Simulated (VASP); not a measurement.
BaTiO3, 5 atoms in the cell. It takes space group Pm-3m (No. 221, cubic). Conventional cell: a = 4.006 Å, b = 4.006 Å, c = 4.006 Å, α = 90.00°, β = 90.00°, γ = 90.00°. Within 3.7 Å of Ba (site symmetry m-3m) lie 12 O at 2.83 Å and 8 Ti at 3.47 Å. Ti (site symmetry m-3m) has 6 O at 2.00 Å within 2.7 Å. Within 2.7 Å of O (site symmetry 4/mmm) lie 2 Ti at 2.00 Å. 

```yaml
Program: VASP 6.6.1
Task: single point
Functional: LDA
Potentials_or_basis: VASP PAW LDA potentials, release 64 (Ba_sv, Ti_sv, O)
Cutoff: 520 eV
k_mesh: 7 × 7 × 7
Occupations: fermi-dirac, width 0.05 eV
Spin: no spin polarisation
Dipole_correction: no
Further_INCAR_settings: ALGO = Normal; EDIFF = 1e-06; NBANDS = 28
```

Potentials or basis: VASP PAW LDA potentials, release 64 (Ba_sv, Ti_sv, O).

The run is started by

```console
$ cat potpaw_LDA.64/Ba_sv/POTCAR potpaw_LDA.64/Ti_sv/POTCAR potpaw_LDA.64/O/POTCAR > POTCAR
$ mpirun -np 1 vasp_std > vasp.out
```

Hardware: 1 thread of Intel(R) Xeon(R) Platinum 8559C (Emerald Rapids), with other jobs on the host.

Q: How long does it take, and how much memory?

A: Wall time 21 s on 1 thread of Intel(R) Xeon(R) Platinum 8559C (Emerald Rapids), on a shared host, peak memory 0.17 GiB. Counts: scf iterations 15, k points 20.
